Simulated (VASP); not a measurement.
# CaS (Oldhamite) (Fm-3m) in VASP: further runs

The runs below take CaS (Oldhamite) through single point, with PBE.

All numbers are computed with VASP 6.6.1; they aren't measurements. Logs are shortened: lines on timing, memory, paths and dates and some standing lists are left out, and cuts for length are marked.

### Step 1. The cell of the first run

It takes space group Fm-3m (No. 225, cubic). Conventional cell: a = 5.530 Å, b = 5.530 Å, c = 5.530 Å, α = 90.00°, β = 90.00°, γ = 90.00°. Within 3.6 Å of Ca (site symmetry m-3m) lie 6 S at 2.77 Å. S (site symmetry m-3m) has 6 Ca at 2.77 Å within 3.6 Å.

### Step 2. Single point, PBE

File INCAR:

```
ALGO     = Normal         # electronic algorithm
EDIFF    = 1E-6           # SCF threshold, eV
ENCUT    = 500            # plane-wave cutoff, eV
GGA      = PE             # functional
GGA_COMPAT= False        
ISIF     = 2              # what is computed and relaxed
ISMEAR   = 0              # smearing method
LASPH    = True           # aspherical terms in the spheres
LCHARG   = False          # write CHGCAR
LREAL    = False          # projectors in reciprocal space
LWAVE    = False          # write WAVECAR
NBANDS   = 15             # bands
NELM     = 120            # most SCF steps
PREC     = Accurate       # precision mode
SIGMA    = 0.01           # smearing width, eV
```

File KPOINTS:

```
k-points
0
Gamma
  6 6 6
```

File POSCAR:

```
CaS
1.0
    0.0000000000      2.7650700329      2.7650700329
    2.7650700329      0.0000000000      2.7650700329
    2.7650700329      2.7650700329      0.0000000000
Ca S
1 1
Direct
    0.0000000000      0.0000000000      0.0000000000
    0.5000000000      0.5000000000      0.5000000000
```

Potentials or basis: VASP PAW PBE potentials, release 64 (Ca_sv, S).

Launch:

```bash
$ cat potpaw_PBE.64/Ca_sv/POTCAR potpaw_PBE.64/S/POTCAR > POTCAR
$ mpirun -np 1 vasp_std > vasp.out
```

OUTCAR:

```text
EDIFF = 1E-6
   ENCUT = 500
   GGA = PE
   ISIF = 2
   ISMEAR = 0
   LASPH = True
   LREAL = False
   NELM = 120
   PREC = Accurate

 ion  position               nearest neighbor table
   1  0.000  0.000  0.000-   2 2.77   2 2.77   2 2.77   2 2.77   2 2.77   2 2.77
   2  0.500  0.500  0.500-   1 2.77   1 2.77   1 2.77   1 2.77   1 2.77   1 2.77

  LATTYP: Found a face centered cubic cell.
 ALAT       =     5.5301400658

  Lattice vectors:

 A1 = (   0.0000000000,   2.7650700329,   2.7650700329)
 A2 = (   2.7650700329,   0.0000000000,   2.7650700329)
 A3 = (   2.7650700329,   2.7650700329,   0.0000000000)

Analysis of symmetry for initial positions (statically):
=====================================================================
 Subroutine PRICEL returns:
 Original cell was already a primitive cell.

 Routine SETGRP: Setting up the symmetry group for a
 face centered cubic supercell.

 Subroutine GETGRP returns: Found 48 space group operations
 (whereof 48 operations were pure point group operations)
 out of a pool of 48 trial point group operations.

The static configuration has the point symmetry O_h .

Analysis of symmetry for dynamics (positions and initial velocities):
=====================================================================
 Subroutine PRICEL returns:
 Original cell was already a primitive cell.

 Routine SETGRP: Setting up the symmetry group for a
 face centered cubic supercell.

 Subroutine GETGRP returns: Found 48 space group operations
 (whereof 48 operations were pure point group operations)
 out of a pool of 48 trial point group operations.

The dynamic configuration has the point symmetry O_h .

 Subroutine INISYM returns: Found 48 space group operations
 (whereof 48 operations are pure point group operations),
 and found     1 'primitive' translations

----------------------------------------------------------------------------------------

                                     Primitive cell

  volume of cell :      42.2813

  direct lattice vectors                    reciprocal lattice vectors
     0.000000000  2.765070033  2.765070033    -0.180827246  0.180827246  0.180827246
     2.765070033  0.000000000  2.765070033     0.180827246 -0.180827246  0.180827246
     2.765070033  2.765070033  0.000000000     0.180827246  0.180827246 -0.180827246

  length of vectors
     3.910399541  3.910399541  3.910399541     0.313201978  0.313201978  0.313201978

  position of ions in fractional coordinates (direct lattice)
     0.000000000  0.000000000  0.000000000
     0.500000000  0.500000000  0.500000000

  ion indices of the primitive-cell ions
   primitive index   ion index
                 1           1
                 2           2

----------------------------------------------------------------------------------------

 KPOINTS: k-points

Automatic generation of k-mesh.
 Grid dimensions read from file:
 generate k-points for:    6    6    6

 Generating k-lattice:

  Cartesian coordinates                     Fractional coordinates (reciprocal lattice)
    -0.030137874  0.030137874  0.030137874     0.166666667  0.000000000  0.000000000
     0.030137874 -0.030137874  0.030137874     0.000000000  0.166666667  0.000000000
     0.030137874  0.030137874 -0.030137874     0.000000000  0.000000000  0.166666667

  Length of vectors
     0.052200330  0.052200330  0.052200330

  Shift w.r.t. Gamma in fractional coordinates (k-lattice)
     0.000000000  0.000000000  0.000000000

 Subroutine IBZKPT returns following result:
 ===========================================

 Found     16 irreducible k-points:

 Following reciprocal coordinates:
            Coordinates               Weight
  0.000000  0.000000  0.000000      1.000000
  0.166667  0.000000  0.000000      8.000000
  0.333333  0.000000  0.000000      8.000000
  0.500000  0.000000  0.000000      4.000000
  0.166667  0.166667  0.000000      6.000000
  0.333333  0.166667  0.000000     24.000000
[... 8 lines left out ...]
 -0.333333  0.333333  0.166667     24.000000
 -0.333333  0.500000  0.166667     12.000000
   k-points           NKPTS =     16   k-points in BZ     NKDIM =     16   number of bands    NBANDS=     15
   number of dos      NEDOS =    301   number of ions     NIONS =      2
   total plane-waves  NPLWV =  27000
   dimension x,y,z NGX =    30 NGY =   30 NGZ =   30
   dimension x,y,z NGXF=    60 NGYF=   60 NGZF=   60
   ions per type =               1   1
   NGX,Y,Z   is equivalent  to a cutoff of  12.75, 12.75, 12.75 a.u.
   NGXF,Y,Z  is equivalent  to a cutoff of  25.51, 25.51, 25.51 a.u.
 SYSTEM =  unknown system
   PREC   = accura    normal or accurate (medium, high low for compatibility)
   ISTART =      0    job   : 0-new  1-cont  2-samecut
   ICHARG =      2    charge: 1-file 2-atom 10-const
   ISPIN  =      1    spin polarized calculation?
   LNONCOLLINEAR =      F non collinear calculations
   LSORBIT =      F    spin-orbit coupling
   LASPH  =      T    aspherical Exc in radial PAW
   ENCUT  =  500.0 eV  36.75 Ry    6.06 a.u.   7.13  7.13  7.13*2*pi/ulx,y,z
   NELM   =    120;   NELMIN=  2; NELMDL= -5     # of ELM steps
   EDIFF  = 0.1E-05   stopping-criterion for ELM
   LREAL  =      F    real-space projection
   EDIFFG = 0.1E-04   stopping-criterion for IOM
   NSW    =      0    number of steps for IOM
   IBRION =     -1    ionic relax: 0-MD 1-quasi-New 2-CG
   NFREE  =      0    steps in history (QN), initial steepest desc. (CG)
   ISIF   =      2    stress and relaxation
   ISYM   =      2    0-nonsym 1-usesym 2-fastsym
   POTIM  = 0.5000    time-step for ionic-motion
   TEBEG  =    0.0;   TEEND  =   0.0 temperature during run
   PSTRESS=    0.0 pullay stress
   NELECT =      16.0000    total number of electrons
   NUPDOWN=      -1.0000    fix difference up-down
   EMIN   =  10.00;   EMAX   =-10.00  energy-range for DOS
   EFERMI =   0.00;   METHOD = LEGACY
   ISMEAR =     0;   SIGMA  =   0.01  broadening in eV -4-tet -1-fermi 0-gaus
   EFERMI_NEDOS =   21; number of points for ismear=-14 and -15
   IALGO  =     38    algorithm
   IMIX   =      4    mixing-type and parameters
     AMIX     =   0.40;   BMIX     =  1.00
     AMIX_MAG =   1.60;   BMIX_MAG =  1.00
  volume/ion in A,a.u.               =      21.14       142.66
  Fermi-wavevector in a.u.,A,eV,Ry     =   1.184128  2.237678 19.077537  1.402159
  Thomas-Fermi vector in A             =   2.320349
   LORBIT       =      0    0 simple, 1 ext, 2 COOP (PROOUT), +10 PAW based schemes
   GGA     = PE    functional components
   LHFCALC =     F    Hartree Fock is set to
   AEXX    =    0.0000 exact exchange contribution
   IVDW    =     0    specifies the selected vdW correction
   LEPSILON=     F    determine dielectric tensor
   LRPA    =     F    only Hartree local field effects (RPA)
 non-spin polarized calculation
 Gauss-broadening in eV      SIGMA  =   0.01
  energy-cutoff  :      500.00
  volume of cell :       42.28
 maximum number of plane-waves:      1090
 NGX is ok and might be reduce to    30
   NGX = 15   NGY = 15   NGZ = 15

 number of electron      15.9999999 magnetization

 Free energy of the ion-electron system (eV)
  ---------------------------------------------------
  ext. energy  EPLUGINS =         0.00000000
  ---------------------------------------------------
  free energy    TOTEN  =       -10.27426048 eV

  energy without entropy =      -10.27426048  energy(sigma->0) =      -10.27426048

 E-fermi :   3.4385     XC(G=0):  -9.7018

 val. band max:        3.3881359999   @ k =   0.0000   0.0000   0.0000
 cond. band min:       5.5171971842   @ k =   0.5000   0.5000   0.0000
 fundamental gap:      2.1290611843
 Fermi energy:         3.4385168068

 k-point     1 :       0.0000    0.0000    0.0000
  band No.  band energies     occupation
      1     -35.5181      2.00000
      2     -16.5087      2.00000
      3     -16.5087      2.00000
      4     -16.5087      2.00000
      5      -8.2461      2.00000
      6       3.3881      2.00000
      7       3.3881      2.00000
      8       3.3881      2.00000
      9       7.5156      0.00000
     10       7.5156      0.00000
     11       7.5156      0.00000
     12       8.1130      0.00000
     13       8.1892      0.00000
     14       8.1892      0.00000
     15      14.4481      0.00000

 k-point     2 :       0.1667    0.0000    0.0000
  band No.  band energies     occupation
      1     -35.5136      2.00000
      2     -16.5736      2.00000
      3     -16.5132      2.00000
      4     -16.5132      2.00000
      5      -8.0140      2.00000
      6       2.2520      2.00000
      7       2.9486      2.00000
      8       2.9486      2.00000
      9       7.6018      0.00000
     10       7.9532      0.00000
     11       7.9532      0.00000
     12       9.0040      0.00000
     13       9.0040      0.00000
     14       9.3411      0.00000
     15      14.6907      0.00000

 k-point     3 :       0.3333    0.0000    0.0000
  band No.  band energies     occupation
      1     -35.5045      2.00000
      2     -16.6983      2.00000
      3     -16.5222      2.00000
      4     -16.5222      2.00000
      5      -7.5080      2.00000
      6       0.6522      2.00000
      7       2.2989      2.00000
      8       2.2989      2.00000
      9       8.0191      0.00000
     10       9.0076      0.00000
     11       9.0076      0.00000
     12      10.5513      0.00000
     13      10.7352      0.00000
     14      10.7352      0.00000
     15      14.2307      0.00000

 k-point     4 :       0.5000    0.0000    0.0000
  band No.  band energies     occupation
      1     -35.4999      2.00000
      2     -16.7583      2.00000
      3     -16.5267      2.00000
      4     -16.5267      2.00000
      5      -7.2249      2.00000
      6      -0.0277      2.00000
      7       2.0374      2.00000
      8       2.0374      2.00000
      9       8.7771      0.00000
     10       9.7476      0.00000
     11       9.8581      0.00000
     12       9.8581      0.00000
     13      12.1214      0.00000
     14      12.1214      0.00000
     15      12.5078      0.00000
[... 163 lines left out ...]
 k-point    14 :       0.5000    0.3333    0.1667
  band No.  band energies     occupation
      1     -35.4986      2.00000
      2     -16.6769      2.00000
      3     -16.5857      2.00000
      4     -16.5476      2.00000
      5      -7.4264      2.00000
      6       0.7771      2.00000
      7       2.0181      2.00000
      8       2.1256      2.00000
      9       7.3048      0.00000
     10       9.3409      0.00000
     11       9.8606      0.00000
     12      10.0373      0.00000
     13      10.7081      0.00000
     14      12.2490      0.00000
     15      12.6934      0.00000

 k-point    15 :      -0.3333    0.3333    0.1667
  band No.  band energies     occupation
      1     -35.4957      2.00000
      2     -16.6811      2.00000
      3     -16.6065      2.00000
      4     -16.5617      2.00000
      5      -7.3270      2.00000
      6       0.8311      2.00000
      7       1.5709      2.00000
      8       1.9844      2.00000
      9       8.3827      0.00000
     10       8.5127      0.00000
     11      10.1854      0.00000
     12      10.3943      0.00000
     13      10.4053      0.00000
     14      12.5153      0.00000
     15      13.4362      0.00000

 k-point    16 :      -0.3333    0.5000    0.1667
  band No.  band energies     occupation
      1     -35.4942      2.00000
      2     -16.6596      2.00000
      3     -16.6057      2.00000
      4     -16.5916      2.00000
      5      -7.4030      2.00000
      6       1.1534      2.00000
      7       1.8436      2.00000
      8       1.8458      2.00000
      9       7.0053      0.00000
     10       9.5179      0.00000
     11       9.5465      0.00000
     12      10.2944      0.00000
     13      10.5343      0.00000
     14      11.8277      0.00000
     15      13.9203      0.00000

------------------------ aborting loop because EDIFF is reached ----------------------------------------

  FORCE on cell =-STRESS in cart. coord.  units (eV):
  Direction    XX          YY          ZZ          XY          YZ          ZX
  --------------------------------------------------------------------------------------
  -------------------------------------------------------------------------------------
  Total        1.8411602      1.8411602      1.8411602     -0.0000000      0.0000000      0.0000000
  in kB       69.7675956     69.7675956     69.7675956     -0.0000000      0.0000000      0.0000000
  external PRESSURE =      69.7675956 kB  Pullay stress =       0.0000000 kB

 VOLUME and BASIS-vectors are now :
 -----------------------------------------------------------------------------
  energy-cutoff  :      500.00
  volume of cell :       42.28
      direct lattice vectors                 reciprocal lattice vectors
     0.000000000  2.765070033  2.765070033    -0.180827246  0.180827246  0.180827246
     2.765070033  0.000000000  2.765070033     0.180827246 -0.180827246  0.180827246
     2.765070033  2.765070033  0.000000000     0.180827246  0.180827246 -0.180827246

 POSITION                                       TOTAL-FORCE (eV/Angst)
 -----------------------------------------------------------------------------------
      0.00000      0.00000      0.00000         0.000000      0.000000     -0.000000
      2.76507      2.76507      2.76507         0.000000      0.000000      0.000000
 -----------------------------------------------------------------------------------
    total drift:                               -0.000000      0.000000      0.000000

  FREE ENERGIE OF THE ION-ELECTRON SYSTEM (eV)
  ---------------------------------------------------
  free  energy   TOTEN  =       -10.2742604795 eV

  energy  without entropy=      -10.2742604795  energy(sigma->0) =      -10.27426048
```

It took 21 s on 1 thread of Intel Xeon 8259CL, shared host; peak memory 0.16 GiB.

What came out:

```yaml
Free_energy: -10.2743 eV
Pressure: 7.0 GPa
Band_gap_on_the_k_mesh: 2.13 eV, indirect (least direct gap 3.00 eV)
```

A k mesh can miss the band edges. A hybrid or GW would open this gap; PBE tends to underestimate it.

### Step 3. Single point, PBE

This run uses another cell than the first one, of 22.06 Å³/atom, 1.043 times its volume.

File INCAR:

```
PREC = Accurate
ENCUT = 500
EDIFF = 1E-6
ISMEAR = 0
SIGMA = 0.01
LREAL = F
LASPH = T
NELM = 120
ALGO = Normal
ISIF = 2
LWAVE = F
LCHARG = F
GGA = PE
NBANDS = 15
GGA_COMPAT = F
```

File KPOINTS:

```
regular mesh
0
Gamma
  6 6 6
```

File POSCAR:

```
CaS
1.0
    0.0000000000      2.8045763709      2.8045763709
    2.8045763709      0.0000000000      2.8045763709
    2.8045763709      2.8045763709      0.0000000000
Ca S
1 1
Direct
    0.0000000000      0.0000000000      0.0000000000
    0.5000000000      0.5000000000      0.5000000000
```

Potentials or basis: VASP PAW PBE potentials, release 64 (Ca_sv, S).

Launch:

```bash
$ cat potpaw_PBE.64/Ca_sv/POTCAR potpaw_PBE.64/S/POTCAR > POTCAR
$ mpirun -np 1 vasp_std > vasp.out
```

Run time: 22 s. Hardware: 1 thread of Intel Xeon 8259CL, shared host; peak memory 0.17 GiB.

It converged, with:

- Free energy: -10.3354 eV
- Pressure: 3.7 GPa
- Band gap on the k mesh: 2.25 eV, indirect (least direct gap 3.08 eV)

Levels at points of the mesh, in eV from the valence-band top:
| k point | band 6 | band 7 | band 8 | band 9 | band 10 | band 11 |
| --- | --- | --- | --- | --- | --- | --- |
| (0.00, 0.00, 0.00) | 0.00 | 0.00 | 0.00 | 4.15 | 4.15 | 4.15 |
| (0.50, 0.00, 0.00) | -3.26 | -1.25 | -1.25 | 5.31 | 6.22 | 6.34 |
| (0.50, 0.50, 0.00) | -2.37 | -0.84 | -0.84 | 2.25 | 5.69 | 6.25 |

A k mesh can miss the band edges. PBE gaps usually lie below the measured ones, often by a third to a half.

### Step 4. Single point, PBE

This run uses another cell than the first one, of 22.98 Å³/atom, 1.087 times its volume.

File INCAR:

```
ALGO     = Normal         # electronic algorithm
EDIFF    = 1E-6           # SCF threshold, eV
ENCUT    = 500            # plane-wave cutoff, eV
GGA      = PE             # functional
GGA_COMPAT= False        
ISIF     = 2              # what is computed and relaxed
ISMEAR   = 0              # smearing method
LASPH    = True           # aspherical terms in the spheres
LCHARG   = False          # write CHGCAR
LREAL    = False          # projectors in reciprocal space
LWAVE    = False          # write WAVECAR
NBANDS   = 15             # bands
NELM     = 120            # most SCF steps
PREC     = Accurate       # precision mode
SIGMA    = 0.01           # smearing width, eV
```

File KPOINTS:

```
k-points
0
Gamma
  6 6 6
```

File POSCAR:

```
CaS
1.0
    0.0000000000      2.8430000000      2.8430000000
    2.8430000000      0.0000000000      2.8430000000
    2.8430000000      2.8430000000      0.0000000000
Ca S
1 1
Direct
    0.0000000000      0.0000000000      0.0000000000
    0.5000000000      0.5000000000      0.5000000000
```

Launch:

```bash
$ cat potpaw_PBE.64/Ca_sv/POTCAR potpaw_PBE.64/S/POTCAR > POTCAR
$ mpirun -np 1 vasp_std > vasp.out
```

It took 24 s on 1 thread of Intel Xeon 8259CL, shared host; peak memory 0.17 GiB.

It converged, with:

```
Free energy            : -10.3620 eV
Pressure               : 1.0 GPa
Band gap on the k mesh : 2.35 eV, indirect (least direct gap 3.16 eV)
```

Levels at points of the mesh, in eV from the valence-band top:
| k point | band 4 | band 5 | band 6 | band 7 | band 8 | band 9 | band 10 | band 11 | band 12 | band 13 |
| --- | --- | --- | --- | --- | --- | --- | --- | --- | --- | --- |
| (0.00, 0.00, 0.00) | -20.16 | -11.34 | 0.00 | 0.00 | 0.00 | 4.16 | 4.16 | 4.16 | 4.18 | 4.76 |
| (0.50, 0.00, 0.00) | -20.18 | -10.52 | -3.11 | -1.17 | -1.17 | 5.23 | 6.08 | 6.21 | 6.21 | 8.18 |
| (0.50, 0.50, 0.00) | -20.21 | -10.71 | -2.29 | -0.81 | -0.81 | 2.35 | 5.61 | 6.04 | 6.80 | 6.81 |

A k mesh can miss the band edges. As with any semilocal functional, this PBE gap is likely too small.

### Step 5. Summary

| cell | gap on the mesh (eV) | pressure (GPa) |
| --- | --- | --- |
| a = 3.910 Å, angles 60.0°, 2 atoms | 2.13 | 7.0 |
| a = 3.966 Å, angles 60.0°, 2 atoms | 2.25 | 3.7 |
| a = 4.021 Å, angles 60.0°, 2 atoms | 2.35 | 1.0 |

Alike in all rows: task single point; level PBE; potentials or basis VASP PAW PBE potentials, release 64 (Ca_sv, S); no spin polarisation; k mesh 6 × 6 × 6; cutoff (eV) 500; smearing gaussian 0.01 eV.

Absolute energies hang on the potentials; compare differences alone.
